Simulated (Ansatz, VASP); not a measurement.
InPd, level by level in two programs

```
In Pd
1.0
     3.20509    0.00000    0.00000
     0.00000    3.20509    0.00000
     0.00000    0.00000    3.20509
In Pd
1 1
Direct
  0.00000 0.00000 0.00000
  0.50000 0.50000 0.50000
```

Single points on this cell with VASP 6.6.1 and Ansatz 0.2.0. Each row is one pair of runs. Alike in all rows: spin: off; k mesh: 8 × 8 × 8; smearing: fermi-dirac, width 0.05 eV.

```tsv
level	VASP's potentials, cutoff	Ansatz's potentials, cutoff	gap on the k mesh at the Fermi level (eV), VASP	gap on the k mesh at the Fermi level (eV), Ansatz	pressure (GPa), VASP	pressure (GPa), Ansatz
LDA	VASP PAW LDA potentials, release 64 (In_d, Pd_sv_GW), 540 eV	Ansatz PAW, 420 eV	none	none	0.5	1.3
PBEsol	VASP PAW PBE potentials, release 64 (In_d, Pd), 520 eV	Ansatz PAW, 420 eV	?	none	?	6.0
r2SCAN	VASP PAW PBE potentials, release 64 (In_d, Pd), 520 eV	Ansatz PAW, 500 eV	none	none	9.8	8.9
```

**Question.** Fill in what VASP gave in row 2.

**Answer.** gap on the k mesh at the Fermi level (eV): none; pressure (GPa): 6.2.

VASP's potentials hold 23 valence electrons a cell and Ansatz's 31 in some rows, so a difference there can come from the potentials and not from the codes.

A gap of «none» marks a metal or a gap that the smearing closes.
